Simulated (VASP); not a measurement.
# Ge (I4/mmm) in VASP: settings compared

The runs below take Ge through single point, with LDA, HSE06, r2SCAN, PBE.

Program: VASP 6.6.1. These are calculated values, not measurements. Logs are shortened: lines on timing, memory, paths and dates and some standing lists are left out, and cuts for length are marked.

### Step 1. The cell of the first run

It takes space group I4/mmm (No. 139, tetragonal). The conventional cell has a = 3.217 Å, b = 3.217 Å, c = 3.746 Å, α = 90.00°, β = 90.00°, γ = 90.00°. Ge (site symmetry 4/mmm) has 14 Ge at 2.95 to 3.75 Å within 3.9 Å.

### Step 2. Single point, LDA, non-collinear spin, zero start, spin-orbit coupling

INCAR

```
SYSTEM = Ge
PREC = Accurate
ENCUT = 520
EDIFF = 1E-6
ISMEAR = 1
SIGMA = 0.1
LREAL = .FALSE.
LASPH = .TRUE.
NELM = 150
ALGO = Normal
ISIF = 2
LWAVE = .FALSE.
LCHARG = .FALSE.
LNONCOLLINEAR = .TRUE.
MAGMOM = 0 0 0
LORBIT = 11
LSORBIT = .TRUE.
GGA_COMPAT = .FALSE.
LORBMOM = .TRUE.
NBANDS = 25
```

KPOINTS

```
regular mesh
0
G
  10 10 10
  0 0 0
```

POSCAR

```
Ge
1.0
   -1.6084200000      1.6084200000      1.8731800000
    1.6084200000     -1.6084200000      1.8731800000
    1.6084200000      1.6084200000     -1.8731800000
Ge
1
Direct
    0.5000000000      0.5000000000      0.0000000000
```

Potentials or basis: VASP PAW LDA potentials, release 64 (Ge_d).

Started as:

```console
$ cat potpaw_LDA.64/Ge_d/POTCAR > POTCAR
$ mpirun -np 1 vasp_ncl > vasp.out
```

OUTCAR:

```text
SYSTEM = Ge
   PREC = Accurate
   ENCUT = 520
   EDIFF = 1E-6
   ISMEAR = 1
   LREAL = .FALSE.
   LASPH = .TRUE.
   NELM = 150
   ISIF = 2
   LNONCOLLINEAR = .TRUE.
   LORBIT = 11
   LSORBIT = .TRUE.

 ion  position               nearest neighbor table
   1  0.500  0.500  0.000-

  LATTYP: Found a body centered tetragonal cell.
 ALAT       =     3.2168400000
 C/A-ratio  =     1.1646087465

  Lattice vectors:

 A1 = (  -1.6084200000,   1.6084200000,   1.8731800000)
 A2 = (   1.6084200000,  -1.6084200000,   1.8731800000)
 A3 = (   1.6084200000,   1.6084200000,  -1.8731800000)

Analysis of symmetry for initial positions (statically):
=====================================================================
 Subroutine PRICEL returns:
 Original cell was already a primitive cell.

 Routine SETGRP: Setting up the symmetry group for a
 body centered tetragonal supercell.

 Subroutine GETGRP returns: Found 16 space group operations
 (whereof 16 operations were pure point group operations)
 out of a pool of 16 trial point group operations.

The static configuration has the point symmetry D_4h.

Analysis of symmetry for dynamics (positions and initial velocities):
=====================================================================
 Subroutine PRICEL returns:
 Original cell was already a primitive cell.

 Routine SETGRP: Setting up the symmetry group for a
 body centered tetragonal supercell.

 Subroutine GETGRP returns: Found 16 space group operations
 (whereof 16 operations were pure point group operations)
 out of a pool of 16 trial point group operations.

The dynamic configuration has the point symmetry D_4h.

Analysis of structural, dynamic, and magnetic symmetry:
=====================================================================
 Subroutine PRICEL returns:
 Original cell was already a primitive cell.

 Routine SETGRP: Setting up the symmetry group for a
 body centered tetragonal supercell.

 Subroutine GETGRP returns: Found 16 space group operations
 (whereof 16 operations were pure point group operations)
 out of a pool of 16 trial point group operations.

The overall configuration has the point symmetry D_4h.

 Subroutine INISYM returns: Found 16 space group operations
 (whereof 16 operations are pure point group operations),
 and found     1 'primitive' translations

----------------------------------------------------------------------------------------

[... 145 lines left out ...]
 cond. band min:       6.2256312021   @ k =  -0.4000   0.5000   0.1000
 fundamental gap:      0.0340379071
 Fermi energy:         6.1916037404

 k-point     1 :       0.0000    0.0000    0.0000
  band No.  band energies     occupation
      1     -18.9137      1.00000
      2     -18.9137      1.00000
      3     -18.9104      1.00000
      4     -18.9104      1.00000
      5     -18.3541      1.00000
      6     -18.3541      1.00000
[... 661 lines left out ...]
     24      24.4510      0.00000
     25      25.4489      0.00000

 [... further k-points ...]
[... 5 lines left out ...]
  --------------------------------------------------------------------------------------
  -------------------------------------------------------------------------------------
  Total       -0.6142666     -0.6142666     -0.6297792      0.0000000      0.0000000      0.0000000
  in kB      -50.7725564    -50.7725564    -52.0547575      0.0000000      0.0000000      0.0000000
  external PRESSURE =     -51.1999568 kB  Pullay stress =       0.0000000 kB

 VOLUME and BASIS-vectors are now :
 -----------------------------------------------------------------------------
  energy-cutoff  :      520.00
  volume of cell :       19.38
      direct lattice vectors                 reciprocal lattice vectors
    -1.608420000  1.608420000  1.873180000     0.000000000  0.310864078  0.266925763
     1.608420000 -1.608420000  1.873180000     0.310864078  0.000000000  0.266925763
     1.608420000  1.608420000 -1.873180000     0.310864078  0.310864078  0.000000000

 POSITION                                       TOTAL-FORCE (eV/Angst)
 -----------------------------------------------------------------------------------
      0.00000      0.00000      1.87318        -0.000000      0.000000      0.000000
 -----------------------------------------------------------------------------------
    total drift:                               -0.000000      0.000000     -0.000000

  FREE ENERGIE OF THE ION-ELECTRON SYSTEM (eV)
  ---------------------------------------------------
  free  energy   TOTEN  =        -4.8740682904 eV

  energy  without entropy=       -4.8734266267  energy(sigma->0) =       -4.87385440

 orbital moment (x)

 # of ion     p       d       tot
 ----------------------------------------
  1         0.000  -0.000   0.000
 ----------------------------------------
            0.000  -0.000   0.000

 orbital moment (y)

 # of ion     p       d       tot
 ----------------------------------------
  1        -0.000  -0.000  -0.000
 ----------------------------------------
           -0.000  -0.000  -0.000

 orbital moment (z)

 # of ion     p       d       tot
 ----------------------------------------
  1        -0.000  -0.000  -0.000
 ----------------------------------------
           -0.000  -0.000  -0.000

 Spin-Orbit-Coupling matrix elements

 Ion:    1  E_soc:     -0.0185504
 l=   1
     0.0000000    -0.0021674    -0.0021170
    -0.0021674     0.0000000    -0.0021674
    -0.0021170    -0.0021674     0.0000000
 l=   2
     0.0000000    -0.0001868     0.0000000    -0.0001868    -0.0007552
    -0.0001868     0.0000000    -0.0005643    -0.0001880    -0.0001890
     0.0000000    -0.0005643     0.0000000    -0.0005643     0.0000000
    -0.0001868    -0.0001880    -0.0005643     0.0000000    -0.0001890
    -0.0007552    -0.0001890     0.0000000    -0.0001890     0.0000000
 l=   3
     0.0000000     0.0000000     0.0000000     0.0000000     0.0000000     0.0000000     0.0000000
     0.0000000     0.0000000     0.0000000     0.0000000     0.0000000     0.0000000     0.0000000
     0.0000000     0.0000000     0.0000000     0.0000000     0.0000000     0.0000000     0.0000000
     0.0000000     0.0000000     0.0000000     0.0000000     0.0000000     0.0000000     0.0000000
     0.0000000     0.0000000     0.0000000     0.0000000     0.0000000     0.0000000     0.0000000
     0.0000000     0.0000000     0.0000000     0.0000000     0.0000000     0.0000000     0.0000000
     0.0000000     0.0000000     0.0000000     0.0000000     0.0000000     0.0000000     0.0000000

 total charge

# of ion       s       p       d       tot
------------------------------------------
    1        1.284   0.889  10.015  12.188

 magnetization (x)

# of ion       s       p       d       tot
------------------------------------------
    1        0.000  -0.000   0.000  -0.000

 magnetization (y)

# of ion       s       p       d       tot
------------------------------------------
    1        0.000   0.000   0.000   0.000

 magnetization (z)

# of ion       s       p       d       tot
------------------------------------------
    1       -0.000   0.000   0.000  -0.000
```

OSZICAR:

```text
N       E                     dE             d eps       ncg     rms          rms(c)
DAV:   1     0.920622672646E+02    0.92062E+02   -0.66138E+03  6443   0.313E+03
DAV:   2     0.837291321826E+01   -0.83689E+02   -0.79463E+02  5212   0.550E+02
DAV:   3    -0.453279190604E+01   -0.12906E+02   -0.12762E+02  5779   0.121E+02
DAV:   4    -0.488538301471E+01   -0.35259E+00   -0.35224E+00  5982   0.225E+01
DAV:   5    -0.488997012732E+01   -0.45871E-02   -0.45868E-02  6133   0.276E+00    0.111E+00
DAV:   6    -0.487866722063E+01    0.11303E-01   -0.89313E-03  7060   0.182E+00    0.594E-01
DAV:   7    -0.487424951521E+01    0.44177E-02   -0.49467E-03  7053   0.102E+00    0.113E-01
DAV:   8    -0.487410402900E+01    0.14549E-03   -0.23880E-04  6363   0.297E-01    0.501E-02
DAV:   9    -0.487406772608E+01    0.36303E-04   -0.59165E-05  6836   0.185E-01    0.165E-02
DAV:  10    -0.487406829042E+01   -0.56434E-06   -0.21173E-06  4905   0.166E-02
   1 F= -.48740683E+01 E0= -.48738544E+01  d E =-.641664E-03  mag=    -0.0000    -0.0000     0.0000
```

Wall time 1.7 min (1 thread of Intel Xeon 6975P-C, shared host); peak memory 0.21 GiB.

What came out:

```
Free energy                                           : -4.8741 eV
Pressure                                              : -5.1 GPa
Net moment                                            : 0.00 μB per cell
Valence electrons inside the program's atomic spheres : Ge 12.19
```

Stress tensor (GPa, compression positive):
```
-5.08  0.00  0.00
 0.00 -5.08  0.00
 0.00  0.00 -5.21
```

Moments on the atoms (μB; x, y, z):
```
Ge  0.00 0.00 0.00
```

### Step 3. Single point, LDA, non-collinear spin, zero start, spin-orbit coupling

INCAR

```
SYSTEM = Ge
ALGO = Normal
EDIFF = 1E-6
ENCUT = 520
GGA_COMPAT = .FALSE.
ISIF = 2
ISMEAR = 1
LASPH = .TRUE.
LCHARG = .FALSE.
LORBIT = 11
LORBMOM = .TRUE.
LREAL = .FALSE.
LSORBIT = .TRUE.
LWAVE = .FALSE.
MAGMOM = 0 0 0
NBANDS = 25
NELM = 150
PREC = Accurate
SIGMA = 0.1
```

KPOINTS

```
k-points
0
G
  13 13 13
  0 0 0
```

POSCAR is that of step 2.

Potentials or basis: VASP PAW LDA potentials, release 64 (Ge_d).

Started as:

```console
$ cat potpaw_LDA.64/Ge_d/POTCAR > POTCAR
$ mpirun -np 1 vasp_ncl > vasp.out
```

Wall time 3.2 min (1 thread of Intel Xeon 6975P-C, shared host); peak memory 0.26 GiB.

Results (log left out):

| Item | Value |
| --- | --- |
| Free energy | -4.8787 eV |
| Pressure | -5.2 GPa |
| Net moment | 0.00 μB per cell |
| Valence electrons inside the program's atomic spheres | Ge 12.19 |

Stress tensor (GPa, compression positive):
```
-5.29  0.00  0.00
 0.00 -5.29  0.00
 0.00  0.00 -5.07
```

Moments on the atoms (μB; x, y, z):
```
Ge  0.00 0.00 0.00
```

### Step 4. Single point, HSE06

This run uses another cell than the first one, of 20.55 Å³/atom, 1.060 times its volume.

POSCAR

```
Ge
1.0
   -1.6399656558      1.6399656558      1.9099183467
    1.6399656558     -1.6399656558      1.9099183467
    1.6399656558      1.6399656558     -1.9099183467
Ge
1
Direct
    0.5000000000      0.5000000000      0.0000000000
```

INCAR.step1

```
SYSTEM = Ge
PREC = Accurate ; ENCUT = 520
EDIFF = 1E-5 ; ISMEAR = -1
SIGMA = 0.05 ; LREAL = .FALSE.
LASPH = .TRUE. ; NELM = 80
ALGO = Normal ; ISIF = 2
LWAVE = .TRUE. ; LCHARG = .FALSE.
GGA = PE ; NBANDS = 13
```

INCAR.step2

```
SYSTEM = Ge
PREC = Accurate ; ENCUT = 520
EDIFF = 1E-6 ; ISMEAR = -1
SIGMA = 0.05 ; LREAL = .FALSE.
LASPH = .TRUE. ; NELM = 80
ALGO = Normal ; ISIF = 2
LWAVE = .FALSE. ; LCHARG = .FALSE.
GGA = PE ; LHFCALC = .TRUE.
HFSCREEN = 0.2079 ; PRECFOCK = Normal
ISTART = 1 ; NBANDS = 13
```

KPOINTS

```
regular mesh
0
G
  6 6 6
  0 0 0
```

Potentials or basis: VASP PAW PBE potentials, release 64 (Ge_d).

Started as:

```console
$ cat potpaw_PBE.64/Ge_d/POTCAR > POTCAR
$ cp INCAR.step1 INCAR
$ mpirun -np 1 vasp_std > vasp.out
$ cp INCAR.step2 INCAR
$ mpirun -np 1 vasp_std > vasp.out
```

OUTCAR:

```text
SYSTEM = Ge
   PREC = Accurate
   ENCUT = 520
   EDIFF = 1E-6
   ISMEAR = -1
   LREAL = .FALSE.
   LASPH = .TRUE.
   NELM = 80
   ISIF = 2
   GGA = PE
   LHFCALC = .TRUE.
   HFSCREEN = 0.2079
   PRECFOCK = Normal
   ISTART = 1

 ion  position               nearest neighbor table
   1  0.500  0.500  0.000-

  LATTYP: Found a body centered tetragonal cell.
 ALAT       =     3.2799313116
 C/A-ratio  =     1.1646087465

  Lattice vectors:

[... 564 lines left out ...]
      4     -22.2597      2.00000
      5     -22.2349      2.00000
      6      -4.9715      2.00000
      7       5.7869      1.67338
      8       9.9283      0.00000
      9      11.5758      0.00000
     10      16.4444      0.00000
     11      19.6309      0.00000
     12      21.4720      0.00000
     13      22.7310      0.00000

 [... further k-points ...]
[... 5 lines left out ...]
  --------------------------------------------------------------------------------------
  -------------------------------------------------------------------------------------
  Total       -0.2138004     -0.2138004     -1.3427064      0.0000000     -0.0000000      0.0000000
  in kB      -16.6715081    -16.6715081   -104.7001567      0.0000000     -0.0000000      0.0000000
  external PRESSURE =     -46.0143910 kB  Pullay stress =       0.0000000 kB

 VOLUME and BASIS-vectors are now :
 -----------------------------------------------------------------------------
  energy-cutoff  :      520.00
  volume of cell :       20.55
      direct lattice vectors                 reciprocal lattice vectors
    -1.639965656  1.639965656  1.909918347     0.000000000  0.304884434  0.261791296
     1.639965656 -1.639965656  1.909918347     0.304884434  0.000000000  0.261791296
     1.639965656  1.639965656 -1.909918347     0.304884434  0.304884434  0.000000000

 POSITION                                       TOTAL-FORCE (eV/Angst)
 -----------------------------------------------------------------------------------
      0.00000      0.00000      1.90992        -0.000000      0.000000      0.000000
 -----------------------------------------------------------------------------------
    total drift:                               -0.000000      0.000000     -0.000001

  FREE ENERGIE OF THE ION-ELECTRON SYSTEM (eV)
  ---------------------------------------------------
  free  energy   TOTEN  =        -4.8029362364 eV

  energy  without entropy=       -4.7987318485  energy(sigma->0) =       -4.80083404
```

OUTCAR.step1:

```text
SYSTEM = Ge
   PREC = Accurate
   ENCUT = 520
   EDIFF = 1E-5
   ISMEAR = -1
   LREAL = .FALSE.
[... 603 lines left out ...]
 -----------------------------------------------------------------------------------
      0.00000      0.00000      1.90992         0.000000      0.000000      0.000000
 -----------------------------------------------------------------------------------
    total drift:                               -0.000000      0.000000      0.000000

  FREE ENERGIE OF THE ION-ELECTRON SYSTEM (eV)
  ---------------------------------------------------
  free  energy   TOTEN  =        -4.1484471583 eV

  energy  without entropy=       -4.1431274773  energy(sigma->0) =       -4.14578732
```

OSZICAR.step1:

```text
N       E                     dE             d eps       ncg     rms          rms(c)
DAV:   1     0.650199964713E+02    0.65020E+02   -0.73527E+03   813   0.283E+03
DAV:   2     0.163571902230E+01   -0.63384E+02   -0.60671E+02   825   0.414E+02
DAV:   3    -0.408021314832E+01   -0.57159E+01   -0.56851E+01   900   0.727E+01
DAV:   4    -0.415804694525E+01   -0.77834E-01   -0.77824E-01   910   0.929E+00
DAV:   5    -0.415891864608E+01   -0.87170E-03   -0.87169E-03   915   0.111E+00    0.957E-01
DAV:   6    -0.415146835178E+01    0.74503E-02   -0.60320E-03   985   0.156E+00    0.530E-01
DAV:   7    -0.414854759880E+01    0.29208E-02   -0.41100E-03   975   0.983E-01    0.550E-02
DAV:   8    -0.414844038424E+01    0.10721E-03   -0.36648E-04   970   0.426E-01    0.216E-02
DAV:   9    -0.414844715828E+01   -0.67740E-05   -0.48587E-06   680   0.217E-02
   1 F= -.41484472E+01 E0= -.41457873E+01  d E =-.531968E-02
```

Run time: 29 min. Hardware: 1 thread of Intel Xeon 6975P-C, shared host; peak memory 0.25 GiB.

Results:

| Property | Result |
| --- | --- |
| Free energy | -4.8029 eV |
| Pressure | -4.6 GPa |
| Band gap on the k mesh | zero (band 7 reaches 14.92 eV, above the bottom of band 8 at 3.01 eV) |

Levels at points of the mesh, in eV from the Fermi level:
```csv
k point,band 3,band 4,band 5,band 6,band 7,band 8,band 9,band 10,band 11,band 12
"(0.00, 0.00, 0.00)",-28.16,-28.13,-28.10,-14.04,9.05,9.35,9.35,14.38,14.38,15.76
"(0.50, 0.00, 0.00)",-28.13,-28.11,-28.08,-8.52,-5.68,5.50,7.81,10.66,11.20,16.29
"(0.50, 0.50, 0.00)",-28.11,-28.10,-28.07,-7.41,-5.12,3.51,5.12,8.10,8.35,22.91
"(0.50, 0.50, 0.50)",-28.09,-28.08,-28.08,-4.05,-2.57,0.92,0.92,4.84,5.63,26.96
```

Caveat: the k points lie up to 0.45 Å⁻¹ apart; the PAW data sets were made with another functional, which shifts forces and pressure a little.

(Part 1 of 2 ends here.)
